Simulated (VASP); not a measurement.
Set up this calculation in VASP 6.6.1, as the native input.

```
Task                   : single point
Functional             : r2SCAN
Potentials or basis    : VASP PAW PBE potentials, release 64 (K_sv, Cl)
Cutoff                 : 520 eV
k mesh                 : 6 × 6 × 6
Occupations            : gaussian, width 0.01 eV
Spin                   : no spin polarisation
Dipole correction      : no
Further INCAR settings : ALGO = Normal; EDIFF = 1e-07; NBANDS = 15
```

KCl:

```
K Cl
1.0
     2.87724    2.87724    0.00000
    -2.87724    2.87724    0.00000
     0.00000    2.87724    2.87724
K Cl
1 1
Direct
  0.00000 0.00000 0.00000
  0.50000 0.50000 0.00000
```

The input as run:

POSCAR

```
KCl
1.0
    2.8772395212      2.8772395212      0.0000000000
   -2.8772395212      2.8772395212      0.0000000000
    0.0000000000      2.8772395212      2.8772395212
K Cl
1 1
Direct
    0.0000000000      0.0000000000      0.0000000000
    0.5000000000      0.5000000000      0.0000000000
```

INCAR.step1

```
SYSTEM = KCl
PREC     = Accurate       ! precision mode
ENCUT    = 520            ! plane-wave cutoff, eV
ISMEAR   = 0              ! smearing method
SIGMA    = 0.01           ! smearing width, eV
LREAL    = .FALSE.        ! projectors in reciprocal space
LASPH    = .TRUE.         ! aspherical terms in the spheres
NELM     = 100            ! most SCF steps
NBANDS   = 15             ! bands
GGA      = PE             ! functional
ALGO     = Normal         ! electronic algorithm
EDIFF    = 1E-4           ! SCF threshold, eV
LWAVE    = .TRUE.         ! write WAVECAR
LCHARG   = .FALSE.        ! write CHGCAR
```

INCAR.step2

```
SYSTEM = KCl
PREC     = Accurate       ! precision mode
ENCUT    = 520            ! plane-wave cutoff, eV
EDIFF    = 1E-7           ! SCF threshold, eV
ISMEAR   = 0              ! smearing method
SIGMA    = 0.01           ! smearing width, eV
LREAL    = .FALSE.        ! projectors in reciprocal space
LASPH    = .TRUE.         ! aspherical terms in the spheres
NELM     = 100            ! most SCF steps
ALGO     = Normal         ! electronic algorithm
ISIF     = 2              ! what is computed and relaxed
LWAVE    = .FALSE.        ! write WAVECAR
LCHARG   = .FALSE.        ! write CHGCAR
METAGGA  = R2SCAN         ! meta-GGA
LMIXTAU  = .TRUE.       
NBANDS   = 15             ! bands
ISTART   = 1
```

KPOINTS

```
Automatic mesh
0
G
  6 6 6
  0 0 0
```

Potentials or basis: VASP PAW PBE potentials, release 64 (K_sv, Cl).

Launch:

```bash
$ cat potpaw_PBE.64/K_sv/POTCAR potpaw_PBE.64/Cl/POTCAR > POTCAR
$ cp INCAR.step1 INCAR
$ mpirun -np 1 vasp_std > vasp.out
$ cp INCAR.step2 INCAR
$ mpirun -np 1 vasp_std > vasp.out
```

Results of the run:

```json
{"Pressure": "10.0 GPa", "Band gap on the k mesh": "6.60 eV, indirect (least direct gap 6.86 eV)"}
```

Caveat: the PAW data sets were made with another functional, which shifts forces and pressure a little.

Wall time 65 s on 1 thread of AMD EPYC 7R43 64-Core Processor (Zen 3) (shared host), peak memory 0.13 GiB.
